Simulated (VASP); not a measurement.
# Ge (Imma) in VASP: single point with PBE

Aim: the single point of Ge with PBE.

Program: VASP 6.6.1. These are calculated values, not measurements. Logs are shortened: lines on timing, memory, paths and dates and some standing lists are left out, and cuts for length are marked.

### 1 The cell of the first run

Symmetry: Imma, No. 74, orthorhombic system. The conventional cell has a = 4.074 Å, b = 4.074 Å, c = 5.761 Å, α = 90.00°, β = 90.00°, γ = 90.00°. Within 3.3 Å of Ge (site symmetry mm2) lie 4 Ge at 2.47 to 2.52 Å.

### 2 Single point, PBE (mode 4 (273.8 1/cm) frozen in, largest displacement +0.025 Å)

Contents of INCAR:

```
SYSTEM = Ge
PREC = Accurate
ENCUT = 520
EDIFF = 1E-7
ISMEAR = 0
SIGMA = 0.15
LREAL = .False.
LASPH = .True.
NELM = 60
ALGO = Normal
ISIF = 2
LWAVE = .False.
LCHARG = .False.
GGA = PE
NBANDS = 21
```

Contents of KPOINTS:

```
Automatic mesh
0
Gamma
  18 18 18
  0 0 0
```

Contents of POSCAR:

```
Ge
1.0
    0.0000000000      2.8805347709      2.8805347709
    2.8805347709      0.0000000000      2.8805347709
    2.8805347709      2.8805347709      0.0000000000
Ge
2
Direct
    0.4956605280      0.5043394720      0.5043394720
    0.7543394720      0.7456605280      0.7456605280
```

Potentials or basis: VASP PAW PBE potentials, release 64 (Ge_d).

Command:

```bash
> cat potpaw_PBE.64/Ge_d/POTCAR > POTCAR
> mpirun -np 1 vasp_std > vasp.out
```

OUTCAR:

```text
SYSTEM = Ge
   PREC = Accurate
   ENCUT = 520
   EDIFF = 1E-7
   ISMEAR = 0
   LREAL = .False.
   LASPH = .True.
   NELM = 60
   ISIF = 2
   GGA = PE

 ion  position               nearest neighbor table
   1  0.496  0.504  0.504-   2 2.47   2 2.47   2 2.52   2 2.52
   2  0.754  0.746  0.746-   1 2.47   1 2.47   1 2.52   1 2.52

  LATTYP: Found a face centered cubic cell.
 ALAT       =     5.7610695418

  Lattice vectors:

 A1 = (   0.0000000000,   2.8805347709,   2.8805347709)
 A2 = (   2.8805347709,   0.0000000000,   2.8805347709)
 A3 = (   2.8805347709,   2.8805347709,   0.0000000000)

Analysis of symmetry for initial positions (statically):
=====================================================================
 Subroutine PRICEL returns:
 Original cell was already a primitive cell.

 Routine SETGRP: Setting up the symmetry group for a
 face centered cubic supercell.

 Subroutine GETGRP returns: Found  8 space group operations
 (whereof  4 operations were pure point group operations)
 out of a pool of 48 trial point group operations.

The static configuration has the point symmetry C_2v.
 The point group associated with its full space group is D_2h.

Analysis of symmetry for dynamics (positions and initial velocities):
=====================================================================
 Subroutine PRICEL returns:
 Original cell was already a primitive cell.

 Routine SETGRP: Setting up the symmetry group for a
 face centered cubic supercell.

 Subroutine GETGRP returns: Found  8 space group operations
 (whereof  4 operations were pure point group operations)
 out of a pool of 48 trial point group operations.

The dynamic configuration has the point symmetry C_2v.
 The point group associated with its full space group is D_2h.

 Subroutine INISYM returns: Found  8 space group operations
 (whereof  4 operations are pure point group operations),
 and found     1 'primitive' translations

----------------------------------------------------------------------------------------

                                     Primitive cell

  volume of cell :      47.8024

  direct lattice vectors                    reciprocal lattice vectors
     0.000000000  2.880534771  2.880534771    -0.173578880  0.173578880  0.173578880
     2.880534771  0.000000000  2.880534771     0.173578880 -0.173578880  0.173578880
     2.880534771  2.880534771  0.000000000     0.173578880  0.173578880 -0.173578880

  length of vectors
     4.073691340  4.073691340  4.073691340     0.300647440  0.300647440  0.300647440

  position of ions in fractional coordinates (direct lattice)
     0.495660528  0.504339472  0.504339472
     0.754339472  0.745660528  0.745660528

  ion indices of the primitive-cell ions
   primitive index   ion index
                 1           1
                 2           2

----------------------------------------------------------------------------------------

 KPOINTS: Automatic mesh

Automatic generation of k-mesh.
 Grid dimensions read from file:
 generate k-points for:   18   18   18

 Generating k-lattice:

  Cartesian coordinates                     Fractional coordinates (reciprocal lattice)
    -0.009643271  0.009643271  0.009643271     0.055555556  0.000000000  0.000000000
     0.009643271 -0.009643271  0.009643271     0.000000000  0.055555556  0.000000000
     0.009643271  0.009643271 -0.009643271     0.000000000  0.000000000  0.055555556

  Length of vectors
     0.016702636  0.016702636  0.016702636

  Shift w.r.t. Gamma in fractional coordinates (k-lattice)
     0.000000000  0.000000000  0.000000000

 Subroutine IBZKPT returns following result:
 ===========================================

 Found    865 irreducible k-points:

 Following reciprocal coordinates:
            Coordinates               Weight
  0.000000  0.000000  0.000000      1.000000
  0.055556  0.000000  0.000000      4.000000
  0.000000  0.055556  0.000000      4.000000
  0.111111  0.000000  0.000000      4.000000
  0.000000  0.111111  0.000000      4.000000
  0.166667  0.000000  0.000000      4.000000
[... 16 lines left out ...]
  0.000000  0.111111  0.055556      4.000000
  0.055556  0.000000  0.111111      8.000000
 [... further k-points ...]
   k-points           NKPTS =    865   k-points in BZ     NKDIM =    865   number of bands    NBANDS=     21
   number of dos      NEDOS =    301   number of ions     NIONS =      2
   total plane-waves  NPLWV =  27000
   dimension x,y,z NGX =    30 NGY =   30 NGZ =   30
   dimension x,y,z NGXF=    60 NGYF=   60 NGZF=   60
   ions per type =               2
   NGX,Y,Z   is equivalent  to a cutoff of  12.24, 12.24, 12.24 a.u.
   NGXF,Y,Z  is equivalent  to a cutoff of  24.49, 24.49, 24.49 a.u.
 SYSTEM =  Ge
   PREC   = accura    normal or accurate (medium, high low for compatibility)
   ISTART =      0    job   : 0-new  1-cont  2-samecut
   ICHARG =      2    charge: 1-file 2-atom 10-const
   ISPIN  =      1    spin polarized calculation?
   LNONCOLLINEAR =      F non collinear calculations
   LSORBIT =      F    spin-orbit coupling
   LASPH  =      T    aspherical Exc in radial PAW
   ENCUT  =  520.0 eV  38.22 Ry    6.18 a.u.   7.57  7.57  7.57*2*pi/ulx,y,z
   NELM   =     60;   NELMIN=  2; NELMDL= -5     # of ELM steps
   EDIFF  = 0.1E-06   stopping-criterion for ELM
   LREAL  =      F    real-space projection
   EDIFFG = 0.1E-05   stopping-criterion for IOM
   NSW    =      0    number of steps for IOM
   IBRION =     -1    ionic relax: 0-MD 1-quasi-New 2-CG
   NFREE  =      0    steps in history (QN), initial steepest desc. (CG)
   ISIF   =      2    stress and relaxation
   ISYM   =      2    0-nonsym 1-usesym 2-fastsym
   POTIM  = 0.5000    time-step for ionic-motion
   TEBEG  =    0.0;   TEEND  =   0.0 temperature during run
   PSTRESS=    0.0 pullay stress
   NELECT =      28.0000    total number of electrons
   NUPDOWN=      -1.0000    fix difference up-down
   EMIN   =  10.00;   EMAX   =-10.00  energy-range for DOS
   EFERMI =   0.00;   METHOD = LEGACY
   ISMEAR =     0;   SIGMA  =   0.15  broadening in eV -4-tet -1-fermi 0-gaus
   EFERMI_NEDOS =   21; number of points for ismear=-14 and -15
   IALGO  =     38    algorithm
   IMIX   =      4    mixing-type and parameters
     AMIX     =   0.40;   BMIX     =  1.00
     AMIX_MAG =   1.60;   BMIX_MAG =  1.00
  volume/ion in A,a.u.               =      23.90       161.29
  Fermi-wavevector in a.u.,A,eV,Ry     =   1.369760  2.588471 25.527818  1.876242
  Thomas-Fermi vector in A             =   2.495606
   LORBIT       =      0    0 simple, 1 ext, 2 COOP (PROOUT), +10 PAW based schemes
   GGA     = PE    functional components
   LHFCALC =     F    Hartree Fock is set to
   AEXX    =    0.0000 exact exchange contribution
   IVDW    =     0    specifies the selected vdW correction
   LEPSILON=     F    determine dielectric tensor
   LRPA    =     F    only Hartree local field effects (RPA)
 non-spin polarized calculation
 Gauss-broadening in eV      SIGMA  =   0.15
  energy-cutoff  :      520.00
  volume of cell :       47.80
 maximum number of plane-waves:      1307
   NGX = 15   NGY = 15   NGZ = 15

 number of electron      28.0000000 magnetization

 Free energy of the ion-electron system (eV)
  ---------------------------------------------------
  ext. energy  EPLUGINS =         0.00000000
  ---------------------------------------------------
  free energy    TOTEN  =        -9.02498697 eV

  energy without entropy =       -9.02435276  energy(sigma->0) =       -9.02466987

 E-fermi :   4.5425     XC(G=0):  -9.6711

 val. band max:        4.5203274835   @ k =   0.0000   0.3889   0.0000
 cond. band min:       4.5796189662   @ k =   0.5000   0.0000   0.0000
 fundamental gap:      0.0592914827
 Fermi energy:         4.5424763957

 k-point     1 :       0.0000    0.0000    0.0000
  band No.  band energies     occupation
      1     -20.2804      2.00000
      2     -20.2729      2.00000
      3     -20.2621      2.00000
      4     -20.2399      2.00000
      5     -20.2391      2.00000
      6     -20.0624      2.00000
[... 13 lines left out ...]
     20      13.8146      0.00000
     21      13.8206      0.00000

 k-point     2 :       0.0556    0.0000    0.0000
  band No.  band energies     occupation
      1     -20.2813      2.00000
      2     -20.2738      2.00000
      3     -20.2647      2.00000
      4     -20.2367      2.00000
      5     -20.2366      2.00000
      6     -20.0652      2.00000
[... 13 lines left out ...]
     20      13.5008      0.00000
     21      13.5210      0.00000

 k-point     3 :       0.0000    0.0556    0.0000
  band No.  band energies     occupation
      1     -20.2818      2.00000
      2     -20.2738      2.00000
      3     -20.2621      2.00000
      4     -20.2381      2.00000
      5     -20.2370      2.00000
      6     -20.0633      2.00000
[... 13 lines left out ...]
     20      13.5276      0.00000
     21      13.5347      0.00000

 k-point     4 :       0.1111    0.0000    0.0000
  band No.  band energies     occupation
      1     -20.2843      2.00000
      2     -20.2749      2.00000
      3     -20.2698      2.00000
      4     -20.2304      2.00000
      5     -20.2298      2.00000
      6     -20.0708      2.00000
[... 13 lines left out ...]
     20      13.0433      0.00000
     21      13.0588      0.00000

 k-point     5 :       0.0000    0.1111    0.0000
  band No.  band energies     occupation
      1     -20.2850      2.00000
      2     -20.2762      2.00000
      3     -20.2611      2.00000
      4     -20.2334      2.00000
      5     -20.2320      2.00000
      6     -20.0663      2.00000
[... 13 lines left out ...]
     20      13.0938      0.00000
     21      13.0940      0.00000
[... 382 lines left out ...]
     20      13.0945      0.00000
     21      13.8655      0.00000

 k-point    22 :       0.1111    0.0556    0.0000
  band No.  band energies     occupation
      1     -20.2834      2.00000
      2     -20.2758      2.00000
      3     -20.2691      2.00000
      4     -20.2333      2.00000
      5     -20.2276      2.00000
      6     -20.0755      2.00000
[... 13 lines left out ...]
     20      12.5731      0.00000
     21      13.6360      0.00000

 k-point    23 :       0.0000    0.1111    0.0556
  band No.  band energies     occupation
      1     -20.2835      2.00000
      2     -20.2768      2.00000
      3     -20.2637      2.00000
      4     -20.2354      2.00000
      5     -20.2291      2.00000
      6     -20.0727      2.00000
[... 13 lines left out ...]
     20      12.5940      0.00000
     21      13.6657      0.00000

 k-point    24 :       0.0556    0.0000    0.1111
  band No.  band energies     occupation
      1     -20.2850      2.00000
      2     -20.2754      2.00000
      3     -20.2629      2.00000
      4     -20.2350      2.00000
      5     -20.2298      2.00000
      6     -20.0736      2.00000
[... 13 lines left out ...]
     20      12.5980      0.00000
     21      13.6756      0.00000

 [... further k-points ...]
[... 5 lines left out ...]
  --------------------------------------------------------------------------------------
  -------------------------------------------------------------------------------------
  Total       -0.0195585      0.0028159      0.0028159      0.0000000      0.3692868      0.0000000
  in kB       -0.6555364      0.0943800      0.0943800      0.0000000     12.3772743      0.0000000
  external PRESSURE =      -0.1555921 kB  Pullay stress =       0.0000000 kB

 VOLUME and BASIS-vectors are now :
 -----------------------------------------------------------------------------
  energy-cutoff  :      520.00
  volume of cell :       47.80
      direct lattice vectors                 reciprocal lattice vectors
     0.000000000  2.880534771  2.880534771    -0.173578880  0.173578880  0.173578880
     2.880534771  0.000000000  2.880534771     0.173578880 -0.173578880  0.173578880
     2.880534771  2.880534771  0.000000000     0.173578880  0.173578880 -0.173578880

 POSITION                                       TOTAL-FORCE (eV/Angst)
 -----------------------------------------------------------------------------------
      2.90553      2.88053      2.88053        -0.500642      0.000000      0.000000
      4.29580      4.32080      4.32080         0.500642     -0.000000     -0.000000
 -----------------------------------------------------------------------------------
    total drift:                               -0.000000     -0.000000      0.000000

  FREE ENERGIE OF THE ION-ELECTRON SYSTEM (eV)
  ---------------------------------------------------
  free  energy   TOTEN  =        -9.0249869733 eV

  energy  without entropy=       -9.0243527619  energy(sigma->0) =       -9.02466987
```

Run time: 16 min. Hardware: 1 thread of AMD EPYC 7R13, shared host; peak memory 0.68 GiB.

What came out:

| Property | Result |
| --- | --- |
| Free energy | -9.0250 eV |
| Pressure | 0.0 GPa |
| Largest force | 0.501 eV/Å |
| Band gap on the k mesh | zero (band 14 reaches 4.63 eV, above the bottom of band 15 at 4.42 eV) |

Forces in eV/Å, atoms in the order of the input:
```
Ge  -0.501  0.000  0.000
Ge   0.501  0.000  0.000
```

Stress tensor (GPa, compression positive):
```
-0.07  0.00  0.00
 0.00  0.01  1.24
 0.00  1.24  0.01
```

Levels at points of the mesh, in eV from the Fermi level:
| k point | band 12 | band 13 | band 14 | band 15 | band 16 | band 17 |
| --- | --- | --- | --- | --- | --- | --- |
| (0.00, 0.00, 0.00) | -0.52 | -0.29 | -0.06 | 0.16 | 2.29 | 2.46 |
| (0.50, 0.00, 0.00) | -7.57 | -1.49 | -1.25 | 0.04 | 3.52 | 3.86 |
| (0.00, 0.50, 0.00) | -7.28 | -1.53 | -1.28 | -0.12 | 3.44 | 3.79 |
| (0.50, 0.50, 0.00) | -8.76 | -2.95 | -2.95 | 0.75 | 0.75 | 9.01 |
| (0.00, 0.50, 0.50) | -8.58 | -3.03 | -2.89 | 0.61 | 0.89 | 8.90 |

Caveat: the cell differs from its parent crystal (mode 4 (273.8 1/cm) frozen in, largest displacement +0.025 Å).
